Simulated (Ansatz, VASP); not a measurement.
# MgO: VASP beside Ansatz

Contents of POSCAR:

```
MgO
1.0
    0.0000000000      2.1790000000      2.1790000000
    2.1790000000      0.0000000000      2.1790000000
    2.1790000000      2.1790000000      0.0000000000
Mg O
1 1
Direct
    0.0000000000      0.0000000000      0.0000000000
    0.5000000000      0.5000000000      0.5000000000
```

File INCAR.step1:

```
SYSTEM = MgO
  ALGO = Normal
  EDIFF = 1E-5
  ENCUT = 920
  GGA = PE
  GGA_COMPAT = .False.
  ISMEAR = 0
  LASPH = .True.
  LCHARG = .False.
  LREAL = .False.
  LWAVE = .True.
  NBANDS = 15
  NELM = 120
  PREC = Accurate
  SIGMA = 0.02
```

INCAR.step2

```
SYSTEM = MgO
  ALGO = Normal
  EDIFF = 1E-6
  ENCUT = 920
  GGA_COMPAT = .False.
  ISIF = 2
  ISMEAR = 0
  ISTART = 1
  LASPH = .True.
  LCHARG = .False.
  LMIXTAU = .True.
  LREAL = .False.
  LWAVE = .False.
  METAGGA = R2SCAN
  NBANDS = 15
  NELM = 120
  PREC = Accurate
  SIGMA = 0.02
```

KPOINTS

```
k-points
0
Gamma
  8 8 8
  0 0 0
```

Input for Ansatz:

```yaml
crystal:
  lattice:
    - [0.0, 2.179, 2.179]
    - [2.179, 0.0, 2.179]
    - [2.179, 2.179, 0.0]
  atoms:
    - { symbol: Mg, position: [0.0, 0.0, 0.0] }
    - { symbol: O, position: [0.5, 0.5, 0.5] }
hamiltonian:
  xc: r2scan
  pseudopotentials: { kind: paw }
basis:
  ecutwfc: 500
kpoints:
  mp_grid: { grid: [8, 8, 8] }
scf:
  occupations: { method: gaussian, width: 0.02 }
  lower_state_search: "off"
output:
  forces: true
  stress: true
  write_density: true
  write_potential: true
  elf: true
  volumetric_format: npy
```

Alike in both runs: task single point; functional r2SCAN; k mesh 8 × 8 × 8; occupations gaussian, width 0.02 eV; no spin polarisation.

|  | VASP | Ansatz |
| --- | --- | --- |
| version | VASP 6.6.1 | Ansatz 0.2.0 |
| potentials or method | VASP PAW PBE potentials, release 64 (Mg_sv, O), cutoff 920 eV | PAW, plane waves, scalar-relativistic |
| valence electrons in the cell | 16 | 16 |

Ansatz gave:

- gap on the k mesh at the Fermi level (eV): 4.66
- pressure (GPa): -14.4

Task: Estimate VASP's values.

Result: gap on the k mesh at the Fermi level (eV): 4.68; pressure (GPa): -14.0.

VASP's potentials were made for PBE, not for r2SCAN.
